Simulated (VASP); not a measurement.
# Cl (P6/mmm) in VASP: single point with PBE

Aim: the single point of Cl with PBE.

All numbers are computed with VASP 6.6.1; they aren't measurements. Logs are shortened: lines on timing, memory, paths and dates and some standing lists are left out, and cuts for length are marked.

## 1. The cell of the first run

Symmetry: P6/mmm, No. 191, hexagonal system. Conventional cell: a = 2.617 Å, b = 2.617 Å, c = 2.073 Å, α = 90.00°, β = 90.00°, γ = 120.00°. Cl (site symmetry 6/mmm) has 8 Cl at 2.07 to 2.62 Å within 2.7 Å.

## 2. Single point, PBE (12.30 Å³/atom)

Input file POSCAR:

```
Cl
1.0
    2.6171876555      0.0000000000      0.0000000000
   -1.3085938277      2.2665509961      0.0000000000
    0.0000000000      0.0000000000      2.0730235428
Cl
1
Direct
    0.0000000000      0.0000000000      0.0000000000
```

Input file INCAR.step1:

```
SYSTEM = Cl
PREC = Accurate
ENCUT = 520
EDIFF = 1E-6
ISMEAR = -1
SIGMA = 0.1
LREAL = .FALSE.
LASPH = .TRUE.
NELM = 60
ALGO = Normal
ISIF = 2
LWAVE = .FALSE.
LCHARG = .TRUE.
GGA = PE
NBANDS = 10
```

Input file KPOINTS.step1:

```
Automatic mesh
0
G
  14 14 13
  0 0 0
```

Input file INCAR.step2:

```
SYSTEM = Cl
PREC = Accurate
ENCUT = 520
EDIFF = 1E-6
ISMEAR = -5
SIGMA = 0.1
LREAL = .FALSE.
LASPH = .TRUE.
NELM = 60
ALGO = Normal
ISIF = 2
LWAVE = .FALSE.
LCHARG = .FALSE.
GGA = PE
LORBIT = 10
NBANDS = 10
NEDOS = 2001
ICHARG = 11
```

Input file KPOINTS.step2:

```
Automatic mesh
0
G
  21 21 20
  0 0 0
```

Potentials or basis: VASP PAW PBE potentials, release 64 (Cl).

The run is started by

```sh
$ cat potpaw_PBE.64/Cl/POTCAR > POTCAR
$ cp INCAR.step1 INCAR
$ cp KPOINTS.step1 KPOINTS
$ mpirun -np 1 vasp_std > vasp.out
$ cp INCAR.step2 INCAR
$ cp KPOINTS.step2 KPOINTS
$ mpirun -np 1 vasp_std > vasp.out
```

OUTCAR:

```text
SYSTEM = Cl
   PREC = Accurate
   ENCUT = 520
   EDIFF = 1E-6
   ISMEAR = -5
   LREAL = .FALSE.
   LASPH = .TRUE.
   NELM = 60
   ISIF = 2
   GGA = PE
   LORBIT = 10
   ICHARG = 11

 ion  position               nearest neighbor table
   1  0.000  0.000  0.000-

  LATTYP: Found a hexagonal cell.
 ALAT       =     2.6171876555
 C/A-ratio  =     0.7920805902

  Lattice vectors:

 A1 = (   2.6171876555,   0.0000000000,   0.0000000000)
 A2 = (  -1.3085938277,   2.2665509961,   0.0000000000)
 A3 = (   0.0000000000,   0.0000000000,   2.0730235428)

Analysis of symmetry for initial positions (statically):
=====================================================================
 Subroutine PRICEL returns:
 Original cell was already a primitive cell.

 Routine SETGRP: Setting up the symmetry group for a
 hexagonal supercell.

 Subroutine GETGRP returns: Found 24 space group operations
 (whereof 24 operations were pure point group operations)
 out of a pool of 24 trial point group operations.

The static configuration has the point symmetry D_6h.

Analysis of symmetry for dynamics (positions and initial velocities):
=====================================================================
 Subroutine PRICEL returns:
 Original cell was already a primitive cell.

 Routine SETGRP: Setting up the symmetry group for a
 hexagonal supercell.

 Subroutine GETGRP returns: Found 24 space group operations
 (whereof 24 operations were pure point group operations)
 out of a pool of 24 trial point group operations.

The dynamic configuration has the point symmetry D_6h.

 Subroutine INISYM returns: Found 24 space group operations
 (whereof 24 operations are pure point group operations),
 and found     1 'primitive' translations

----------------------------------------------------------------------------------------

                                     Primitive cell

  volume of cell :      12.2972

  direct lattice vectors                    reciprocal lattice vectors
     2.617187655  0.000000000  0.000000000     0.382089530  0.220599493  0.000000000
    -1.308593828  2.266550996  0.000000000     0.000000000  0.441198985  0.000000000
     0.000000000  0.000000000  2.073023543     0.000000000  0.000000000  0.482387189

  length of vectors
     2.617187655  2.617187655  2.073023543     0.441198985  0.441198985  0.482387189

[... 87 lines left out ...]
   ISYM   =      2    0-nonsym 1-usesym 2-fastsym
   POTIM  = 0.5000    time-step for ionic-motion
   TEBEG  =    0.0;   TEEND  =   0.0 temperature during run
   PSTRESS=    0.0 pullay stress
   NELECT =       7.0000    total number of electrons
   NUPDOWN=      -1.0000    fix difference up-down
   EMIN   =  10.00;   EMAX   =-10.00  energy-range for DOS
   EFERMI =   0.00;   METHOD = LEGACY
   ISMEAR =    -5;   SIGMA  =   0.10  broadening in eV -4-tet -1-fermi 0-gaus
   EFERMI_NEDOS =   21; number of points for ismear=-14 and -15
   IALGO  =     38    algorithm
   IMIX   =      4    mixing-type and parameters
     AMIX     =   0.40;   BMIX     =  1.00
     AMIX_MAG =   1.60;   BMIX_MAG =  1.00
  volume/ion in A,a.u.               =      12.30        82.99
  Fermi-wavevector in a.u.,A,eV,Ry     =   1.356769  2.563922 25.045913  1.840823
  Thomas-Fermi vector in A             =   2.483744
   LORBIT       =     10    0 simple, 1 ext, 2 COOP (PROOUT), +10 PAW based schemes
   GGA     = PE    functional components
   LHFCALC =     F    Hartree Fock is set to
   AEXX    =    0.0000 exact exchange contribution
   IVDW    =     0    specifies the selected vdW correction
   LEPSILON=     F    determine dielectric tensor
   LRPA    =     F    only Hartree local field effects (RPA)
 non-spin polarized calculation
 Fermi weights with tetrahedron method with Bloechl corrections
  energy-cutoff  :      520.00
  volume of cell :       12.30
 maximum number of plane-waves:       348
 NGX is ok and might be reduce to    20

 number of electron       7.0000001 magnetization

 Free energy of the ion-electron system (eV)
  ---------------------------------------------------
  ext. energy  EPLUGINS =         0.00000000
  ---------------------------------------------------
  free energy    TOTEN  =         0.20191291 eV

  energy without entropy =        0.20191291  energy(sigma->0) =        0.20191291

 E-fermi :  10.8665     XC(G=0): -12.2012

 val. band max:       10.9374695667   @ k =   0.0000   0.0000   0.2500
 cond. band min:      10.9041537267   @ k =   0.2381   0.0000   0.3500
 fundamental gap:     -0.0333158400
 Fermi energy:        10.8664890835

 k-point     1 :       0.0000    0.0000    0.0000
  band No.  band energies     occupation
      1     -11.4048      2.00000
      2       9.5586      2.00000
      3       9.5586      2.00000
      4      15.6984      0.00000
      5      17.4113      0.00000
      6      22.2283      0.00000
      7      22.2283      0.00000
      8      26.2051      0.00000
      9      30.3184      0.00000
     10      38.7885      0.00000
[... 287 lines left out ...]
 k-point    24 :       0.1905    0.0952    0.0000
  band No.  band energies     occupation
      1     -10.1669      2.00000
      2       4.4891      2.00000
      3       7.6855      2.00000
      4      16.3254      0.00000
      5      18.9318      0.00000
      6      21.8306      0.00000
      7      26.1168      0.00000
      8      29.3005      0.00000
      9      34.9334      0.00000
     10      37.7197      0.00000

 [... further k-points ...]

------------------------ aborting loop because EDIFF is reached ----------------------------------------

  FORCE on cell =-STRESS in cart. coord.  units (eV):
  Direction    XX          YY          ZZ          XY          YZ          ZX
  --------------------------------------------------------------------------------------
  -------------------------------------------------------------------------------------
  Total        6.8534399      6.8534399      6.9222527      0.0000000      0.0000000      0.0000000
  in kB      892.9242153    892.9242153    901.8897248      0.0000000      0.0000000      0.0000000
  external PRESSURE =     895.9127185 kB  Pullay stress =       0.0000000 kB

 VOLUME and BASIS-vectors are now :
 -----------------------------------------------------------------------------
  energy-cutoff  :      520.00
  volume of cell :       12.30
      direct lattice vectors                 reciprocal lattice vectors
     2.617187655  0.000000000  0.000000000     0.382089530  0.220599493  0.000000000
    -1.308593828  2.266550996  0.000000000     0.000000000  0.441198985  0.000000000
     0.000000000  0.000000000  2.073023543     0.000000000  0.000000000  0.482387189

 POSITION                                       TOTAL-FORCE (eV/Angst)
 -----------------------------------------------------------------------------------
      0.00000      0.00000      0.00000        -0.000000      0.000000      0.000000
 -----------------------------------------------------------------------------------
    total drift:                                0.000000      0.000000      0.000000

  FREE ENERGIE OF THE ION-ELECTRON SYSTEM (eV)
  ---------------------------------------------------
  free  energy   TOTEN  =         0.2019129126 eV

  energy  without entropy=        0.2019129126  energy(sigma->0) =        0.20191291

 total charge

# of ion       s       p       d       tot
------------------------------------------
    1        1.679   3.435   0.000   5.114
```

OUTCAR.step1:

```text
SYSTEM = Cl
   PREC = Accurate
   ENCUT = 520
   EDIFF = 1E-6
   ISMEAR = -1
   LREAL = .FALSE.
[... 531 lines left out ...]
 -----------------------------------------------------------------------------------
      0.00000      0.00000      0.00000         0.000000      0.000000      0.000000
 -----------------------------------------------------------------------------------
    total drift:                                0.000000      0.000000      0.000000

  FREE ENERGIE OF THE ION-ELECTRON SYSTEM (eV)
  ---------------------------------------------------
  free  energy   TOTEN  =         0.1870357186 eV

  energy  without entropy=        0.1985712654  energy(sigma->0) =        0.19280349
```

It took 64 s on 1 thread of Intel Xeon 8259CL, shared host; peak memory 0.17 GiB.

Results:

```yaml
Valence_electrons_inside_the_program's_atomic_spheres: Cl 5.11
```

Caveat: an odd number of electrons without spin polarisation forces a metal; a magnetic or distorted state may lie lower; tetrahedron occupations give inexact forces and stress in metals.
